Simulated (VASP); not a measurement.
# FeSi (P2_13) in VASP: further runs

FeSi is run at these levels: PBE; tasks: single point.

Everything below comes from runs of VASP 6.6.1. Logs are shortened: lines on timing, memory, paths and dates and some standing lists are left out, and cuts for length are marked.

## Step 1: The cell of the first run

Symmetry: P2_13, No. 198, cubic system. The conventional cell has a = 4.492 Å, b = 4.492 Å, c = 4.492 Å, α = 90.00°, β = 90.00°, γ = 90.00°. Fe (site symmetry 3) has 7 Si at 2.29 to 2.54 Å and 6 Fe at 2.75 Å within 3.0 Å. Si (site symmetry 3) has 7 Fe at 2.29 to 2.54 Å and 6 Si at 2.79 Å within 3.0 Å.

## Step 2: Single point, PBE (11.33 Å³/atom)

Contents of INCAR:

```
SYSTEM = FeSi
PREC     = Accurate       ! precision mode
ENCUT    = 520            ! plane-wave cutoff, eV
EDIFF    = 1E-7           ! SCF threshold, eV
ISMEAR   = 0              ! smearing method
SIGMA    = 0.01           ! smearing width, eV
LREAL    = .False.        ! projectors in reciprocal space
LASPH    = .True.         ! aspherical terms in the spheres
NELM     = 100            ! most SCF steps
ALGO     = Normal         ! electronic algorithm
ISIF     = 2              ! what is computed and relaxed
LWAVE    = .False.        ! write WAVECAR
LCHARG   = .True.         ! write CHGCAR
GGA      = PE             ! functional
LELF     = .True.         ! ELF
LVHAR    = .True.       
NBANDS   = 34             ! bands
```

Contents of KPOINTS:

```
regular mesh
0
Gamma
  8 8 8
  0 0 0
```

Contents of POSCAR:

```
FeSi
1.0
    4.4920118238      0.0000000000      0.0000000000
    0.0000000000      4.4920118238      0.0000000000
    0.0000000000      0.0000000000      4.4920118238
Fe Si
4 4
Direct
    0.1345067757      0.1345067757      0.1345067757
    0.3654932243      0.8654932243      0.6345067757
    0.6345067757      0.3654932243      0.8654932243
    0.8654932243      0.6345067757      0.3654932243
    0.8400466275      0.8400466275      0.8400466275
    0.6599533725      0.1599533725      0.3400466275
    0.3400466275      0.6599533725      0.1599533725
    0.1599533725      0.3400466275      0.6599533725
```

Potentials or basis: VASP PAW PBE potentials, release 64 (Fe, Si).

Run with:

```console
$ cat potpaw_PBE.64/Fe/POTCAR potpaw_PBE.64/Si/POTCAR > POTCAR
$ mpirun -np 1 vasp_std > vasp.out
```

OUTCAR:

```text
SYSTEM = FeSi
   PREC = Accurate
   ENCUT = 520
   EDIFF = 1E-7
   ISMEAR = 0
   LREAL = .False.
   LASPH = .True.
   NELM = 100
   ISIF = 2
   GGA = PE

 ion  position               nearest neighbor table
   1  0.135  0.135  0.135-   5 2.29   6 2.33   7 2.33   8 2.33   7 2.54   8 2.54   6 2.54   3 2.75
                             4 2.75   2 2.75   2 2.75   4 2.75   3 2.75
   2  0.365  0.865  0.635-   6 2.29   5 2.33   7 2.33   8 2.33   7 2.54   8 2.54   5 2.54   1 2.75
                             1 2.75   3 2.75   3 2.75   4 2.75   4 2.75
   3  0.635  0.365  0.865-   7 2.29   6 2.33   5 2.33   8 2.33   8 2.54   6 2.54   5 2.54   1 2.75
                             4 2.75   2 2.75   2 2.75   4 2.75   1 2.75
   4  0.865  0.635  0.365-   8 2.29   6 2.33   7 2.33   5 2.33   6 2.54   5 2.54   7 2.54   1 2.75
                             3 2.75   2 2.75   1 2.75   2 2.75   3 2.75
   5  0.840  0.840  0.840-   1 2.29   2 2.33   3 2.33   4 2.33   3 2.54   4 2.54   2 2.54   6 2.79
                             7 2.79   8 2.79   6 2.79   8 2.79   7 2.79
   6  0.660  0.160  0.340-   2 2.29   1 2.33   3 2.33   4 2.33   3 2.54   4 2.54   1 2.54   8 2.79
                             5 2.79   5 2.79   7 2.79   7 2.79   8 2.79
   7  0.340  0.660  0.160-   3 2.29   2 2.33   1 2.33   4 2.33   4 2.54   2 2.54   1 2.54   8 2.79
                             5 2.79   8 2.79   6 2.79   6 2.79   5 2.79
   8  0.160  0.340  0.660-   4 2.29   2 2.33   3 2.33   1 2.33   2 2.54   1 2.54   3 2.54   7 2.79
                             5 2.79   7 2.79   5 2.79   6 2.79   6 2.79

  LATTYP: Found a simple cubic cell.
 ALAT       =     4.4920118238

  Lattice vectors:

 A1 = (   4.4920118238,   0.0000000000,   0.0000000000)
 A2 = (   0.0000000000,   4.4920118238,   0.0000000000)
 A3 = (   0.0000000000,   0.0000000000,   4.4920118238)

Analysis of symmetry for initial positions (statically):
=====================================================================
 Subroutine PRICEL returns:
 Original cell was already a primitive cell.

 Routine SETGRP: Setting up the symmetry group for a
 simple cubic supercell.

 Subroutine GETGRP returns: Found 12 space group operations
 (whereof  3 operations were pure point group operations)
 out of a pool of 48 trial point group operations.

The static configuration has the point symmetry C_3 .
 The point group associated with its full space group is T   .

Analysis of symmetry for dynamics (positions and initial velocities):
=====================================================================
 Subroutine PRICEL returns:
 Original cell was already a primitive cell.

 Routine SETGRP: Setting up the symmetry group for a
 simple cubic supercell.

 Subroutine GETGRP returns: Found 12 space group operations
 (whereof  3 operations were pure point group operations)
 out of a pool of 48 trial point group operations.

The dynamic configuration has the point symmetry C_3 .
 The point group associated with its full space group is T   .

 Subroutine INISYM returns: Found 12 space group operations
 (whereof  3 operations are pure point group operations),
 and found     1 'primitive' translations

----------------------------------------------------------------------------------------

                                     Primitive cell

  volume of cell :      90.6406

  direct lattice vectors                    reciprocal lattice vectors
     4.492011824  0.000000000  0.000000000     0.222617402  0.000000000  0.000000000
     0.000000000  4.492011824  0.000000000     0.000000000  0.222617402  0.000000000
     0.000000000  0.000000000  4.492011824     0.000000000  0.000000000  0.222617402

  length of vectors
     4.492011824  4.492011824  4.492011824     0.222617402  0.222617402  0.222617402

  position of ions in fractional coordinates (direct lattice)
     0.134506776  0.134506776  0.134506776
     0.365493224  0.865493224  0.634506776
     0.634506776  0.365493224  0.865493224
     0.865493224  0.634506776  0.365493224
     0.840046628  0.840046628  0.840046628
     0.659953372  0.159953372  0.340046628
     0.340046628  0.659953372  0.159953372
     0.159953372  0.340046628  0.659953372

  ion indices of the primitive-cell ions
   primitive index   ion index
                 1           1
                 2           2
                 3           3
                 4           4
                 5           5
                 6           6
                 7           7
                 8           8

----------------------------------------------------------------------------------------

 KPOINTS: regular mesh

Automatic generation of k-mesh.
 Grid dimensions read from file:
 generate k-points for:    8    8    8

 Generating k-lattice:

  Cartesian coordinates                     Fractional coordinates (reciprocal lattice)
     0.027827175  0.000000000  0.000000000     0.125000000  0.000000000  0.000000000
     0.000000000  0.027827175  0.000000000     0.000000000  0.125000000  0.000000000
     0.000000000  0.000000000  0.027827175     0.000000000  0.000000000  0.125000000

  Length of vectors
     0.027827175  0.027827175  0.027827175

  Shift w.r.t. Gamma in fractional coordinates (k-lattice)
     0.000000000  0.000000000  0.000000000

 Subroutine IBZKPT returns following result:
 ===========================================

 Found     45 irreducible k-points:

 Following reciprocal coordinates:
            Coordinates               Weight
  0.000000  0.000000  0.000000      1.000000
  0.125000  0.000000  0.000000      6.000000
  0.250000  0.000000  0.000000      6.000000
  0.375000  0.000000  0.000000      6.000000
  0.500000  0.000000  0.000000      3.000000
  0.125000  0.125000  0.000000     12.000000
[... 16 lines left out ...]
  0.250000  0.125000  0.125000     24.000000
  0.375000  0.125000  0.125000     24.000000
 [... further k-points ...]
   k-points           NKPTS =     45   k-points in BZ     NKDIM =     45   number of bands    NBANDS=     34
   number of dos      NEDOS =    301   number of ions     NIONS =      8
   total plane-waves  NPLWV =  46656
   dimension x,y,z NGX =    36 NGY =   36 NGZ =   36
   dimension x,y,z NGXF=    72 NGYF=   72 NGZF=   72
   ions per type =               4   4
   NGX,Y,Z   is equivalent  to a cutoff of  13.32, 13.32, 13.32 a.u.
   NGXF,Y,Z  is equivalent  to a cutoff of  26.65, 26.65, 26.65 a.u.
 SYSTEM =  FeSi
   PREC   = accura    normal or accurate (medium, high low for compatibility)
   ISTART =      0    job   : 0-new  1-cont  2-samecut
   ICHARG =      2    charge: 1-file 2-atom 10-const
   ISPIN  =      1    spin polarized calculation?
   LNONCOLLINEAR =      F non collinear calculations
   LSORBIT =      F    spin-orbit coupling
   LASPH  =      T    aspherical Exc in radial PAW
   ENCUT  =  520.0 eV  38.22 Ry    6.18 a.u.   8.35  8.35  8.35*2*pi/ulx,y,z
   NELM   =    100;   NELMIN=  2; NELMDL= -5     # of ELM steps
   EDIFF  = 0.1E-06   stopping-criterion for ELM
   LREAL  =      F    real-space projection
   EDIFFG = 0.1E-05   stopping-criterion for IOM
   NSW    =      0    number of steps for IOM
   IBRION =     -1    ionic relax: 0-MD 1-quasi-New 2-CG
   NFREE  =      0    steps in history (QN), initial steepest desc. (CG)
   ISIF   =      2    stress and relaxation
   ISYM   =      2    0-nonsym 1-usesym 2-fastsym
   POTIM  = 0.5000    time-step for ionic-motion
   TEBEG  =    0.0;   TEEND  =   0.0 temperature during run
   PSTRESS=    0.0 pullay stress
   NELECT =      48.0000    total number of electrons
   NUPDOWN=      -1.0000    fix difference up-down
   EMIN   =  10.00;   EMAX   =-10.00  energy-range for DOS
   EFERMI =   0.00;   METHOD = LEGACY
   ISMEAR =     0;   SIGMA  =   0.01  broadening in eV -4-tet -1-fermi 0-gaus
   EFERMI_NEDOS =   21; number of points for ismear=-14 and -15
   IALGO  =     38    algorithm
   IMIX   =      4    mixing-type and parameters
     AMIX     =   0.40;   BMIX     =  1.00
     AMIX_MAG =   1.60;   BMIX_MAG =  1.00
  volume/ion in A,a.u.               =      11.33        76.46
  Fermi-wavevector in a.u.,A,eV,Ry     =   1.324487  2.502917 23.868234  1.754266
  Thomas-Fermi vector in A             =   2.454018
   LORBIT       =      0    0 simple, 1 ext, 2 COOP (PROOUT), +10 PAW based schemes
   GGA     = PE    functional components
   LHFCALC =     F    Hartree Fock is set to
   AEXX    =    0.0000 exact exchange contribution
   IVDW    =     0    specifies the selected vdW correction
   LEPSILON=     F    determine dielectric tensor
   LRPA    =     F    only Hartree local field effects (RPA)
 non-spin polarized calculation
 Gauss-broadening in eV      SIGMA  =   0.01
  energy-cutoff  :      520.00
  volume of cell :       90.64
 maximum number of plane-waves:      2469
 NGX is ok and might be reduce to    36
   NGX = 17   NGY = 17   NGZ = 17

 number of electron      47.9999981 magnetization

 Free energy of the ion-electron system (eV)
  ---------------------------------------------------
  ext. energy  EPLUGINS =         0.00000000
  ---------------------------------------------------
  free energy    TOTEN  =       -58.73224130 eV

  energy without entropy =      -58.73224130  energy(sigma->0) =      -58.73224130

 E-fermi :   9.4299     XC(G=0): -12.6515

 val. band max:        9.3374234592   @ k =  -0.1250   0.3750   0.0000
 cond. band min:       9.5016689580   @ k =   0.2500   0.2500   0.0000
 fundamental gap:      0.1642454988
 Fermi energy:         9.4298709992

 k-point     1 :       0.0000    0.0000    0.0000
  band No.  band energies     occupation
      1      -3.6607      2.00000
      2       1.5931      2.00000
      3       1.5931      2.00000
      4       1.5931      2.00000
      5       4.4179      2.00000
      6       4.4179      2.00000
[... 26 lines left out ...]
     33      13.5315      0.00000
     34      13.5315      0.00000
[... 820 lines left out ...]
      4       2.5094      2.00000
      5       3.4990      2.00000
      6       4.2096      2.00000
[... 26 lines left out ...]
     33      13.4210      0.00000
     34      14.1698      0.00000

 [... further k-points ...]

------------------------ aborting loop because EDIFF is reached ----------------------------------------

  FORCE on cell =-STRESS in cart. coord.  units (eV):
  Direction    XX          YY          ZZ          XY          YZ          ZX
  --------------------------------------------------------------------------------------
  -------------------------------------------------------------------------------------
  Total       -3.3079777     -3.3079777     -3.3079777      0.0000000     -0.0000000     -0.0000000
  in kB      -58.4723407    -58.4723407    -58.4723407      0.0000000     -0.0000000     -0.0000000
  external PRESSURE =     -58.4723407 kB  Pullay stress =       0.0000000 kB

 VOLUME and BASIS-vectors are now :
 -----------------------------------------------------------------------------
  energy-cutoff  :      520.00
  volume of cell :       90.64
      direct lattice vectors                 reciprocal lattice vectors
     4.492011824  0.000000000  0.000000000     0.222617402  0.000000000  0.000000000
     0.000000000  4.492011824  0.000000000     0.000000000  0.222617402  0.000000000
     0.000000000  0.000000000  4.492011824     0.000000000  0.000000000  0.222617402

 POSITION                                       TOTAL-FORCE (eV/Angst)
 -----------------------------------------------------------------------------------
      0.60421      0.60421      0.60421         0.018961      0.018961      0.018961
      1.64180      3.88781      2.85021        -0.018961     -0.018961      0.018961
      2.85021      1.64180      3.88781         0.018961     -0.018961     -0.018961
      3.88781      2.85021      1.64180        -0.018961      0.018961     -0.018961
      3.77350      3.77350      3.77350         0.002794      0.002794      0.002794
      2.96452      0.71851      1.52749        -0.002794     -0.002794      0.002794
      1.52749      2.96452      0.71851         0.002794     -0.002794     -0.002794
      0.71851      1.52749      2.96452        -0.002794      0.002794     -0.002794
 -----------------------------------------------------------------------------------
    total drift:                               -0.000000     -0.000001      0.000000

  FREE ENERGIE OF THE ION-ELECTRON SYSTEM (eV)
  ---------------------------------------------------
  free  energy   TOTEN  =       -58.7322413016 eV

  energy  without entropy=      -58.7322413016  energy(sigma->0) =      -58.73224130
```

Wall time 4.7 min (1 thread of Intel Xeon 8259CL, shared host); peak memory 0.26 GiB.

What came out:

```yaml
Free_energy: -58.7322 eV
Pressure: -5.8 GPa
Largest_force: 0.033 eV/Å
Band_gap_on_the_k_mesh: 0.16 eV (least direct gap 0.17 eV)
```

Forces in eV/Å, atoms in the order of the input:
```
Fe   0.019  0.019  0.019
Fe  -0.019 -0.019  0.019
Fe   0.019 -0.019 -0.019
Fe  -0.019  0.019 -0.019
Si   0.003  0.003  0.003
Si  -0.003 -0.003  0.003
Si   0.003 -0.003 -0.003
Si  -0.003  0.003 -0.003
```

Levels at points of the mesh, in eV from the valence-band top:
```tsv
k point	band 21	band 22	band 23	band 24	band 25	band 26	band 27	band 28
(0.00, 0.00, 0.00)	-0.27	-0.27	-0.03	-0.03	0.64	0.64	0.64	2.90
(0.50, 0.00, 0.00)	-0.36	-0.36	-0.01	-0.01	0.20	0.20	1.67	1.67
(0.50, 0.50, 0.00)	-0.97	-0.97	-0.34	-0.34	0.63	0.63	1.25	1.25
(0.50, 0.50, 0.50)	-0.63	-0.63	-0.63	-0.63	0.48	0.48	0.48	0.48
```

Caveat: the cell stands under tension. Spin polarisation is off, so any magnetic state and its effect on volume and gap are missing.

## Step 3: Single point, PBE (11.66 Å³/atom)

This run uses another cell than the first one, of 11.66 Å³/atom.

Contents of INCAR:

```
SYSTEM = FeSi
PREC     = Accurate       ! precision mode
ENCUT    = 520            ! plane-wave cutoff, eV
EDIFF    = 1E-6           ! SCF threshold, eV
ISMEAR   = 0              ! smearing method
SIGMA    = 0.01           ! smearing width, eV
LREAL    = .FALSE.        ! projectors in reciprocal space
LASPH    = .TRUE.         ! aspherical terms in the spheres
NELM     = 60             ! most SCF steps
ALGO     = Normal         ! electronic algorithm
ISIF     = 2              ! what is computed and relaxed
LWAVE    = .FALSE.        ! write WAVECAR
LCHARG   = .FALSE.        ! write CHGCAR
GGA      = PE             ! functional
NBANDS   = 34             ! bands
```

Contents of KPOINTS:

```
regular mesh
0
G
  8 8 8
  0 0 0
```

Contents of POSCAR:

```
FeSi
1.0
    4.5352068950      0.0000000000      0.0000000000
    0.0000000000      4.5352068950      0.0000000000
    0.0000000000      0.0000000000      4.5352068950
Fe Si
4 4
Direct
    0.1328521809      0.1328521809      0.1328521809
    0.3671478191      0.8671478191      0.6328521809
    0.6328521809      0.3671478191      0.8671478191
    0.8671478191      0.6328521809      0.3671478191
    0.8393304854      0.8393304854      0.8393304854
    0.6606695146      0.1606695146      0.3393304854
    0.3393304854      0.6606695146      0.1606695146
    0.1606695146      0.3393304854      0.6606695146
```

Potentials or basis: VASP PAW PBE potentials, release 64 (Fe, Si).

Run with:

```console
$ cat potpaw_PBE.64/Fe/POTCAR potpaw_PBE.64/Si/POTCAR > POTCAR
$ mpirun -np 1 vasp_std > vasp.out
```

Run time: 4.5 min. Hardware: 1 thread of Intel Xeon 8259CL, shared host; peak memory 0.26 GiB.

The run converged. Its results:

```
Free energy            : -58.5916 eV
Pressure               : -10.9 GPa
Largest force          : 0.031 eV/Å
Band gap on the k mesh : 0.16 eV (least direct gap 0.18 eV)
```

Forces in eV/Å, atoms in the order of the input:
```
Fe   0.018  0.018  0.018
Fe  -0.018 -0.018  0.018
Fe   0.018 -0.018 -0.018
Fe  -0.018  0.018 -0.018
Si   0.003  0.003  0.003
Si  -0.003 -0.003  0.003
Si   0.003 -0.003 -0.003
Si  -0.003  0.003 -0.003
```

Levels at points of the mesh, in eV from the valence-band top:
| k point | band 22 | band 23 | band 24 | band 25 | band 26 | band 27 |
| --- | --- | --- | --- | --- | --- | --- |
| (0.00, 0.00, 0.00) | -0.26 | -0.03 | -0.03 | 0.61 | 0.61 | 0.61 |
| (0.50, 0.00, 0.00) | -0.34 | -0.01 | -0.01 | 0.20 | 0.20 | 1.62 |
| (0.50, 0.50, 0.00) | -0.94 | -0.32 | -0.32 | 0.61 | 0.61 | 1.20 |
| (0.50, 0.50, 0.50) | -0.60 | -0.60 | -0.60 | 0.47 | 0.47 | 0.47 |

Caveat: the cell stands under tension.

[end of part 1 of 2]
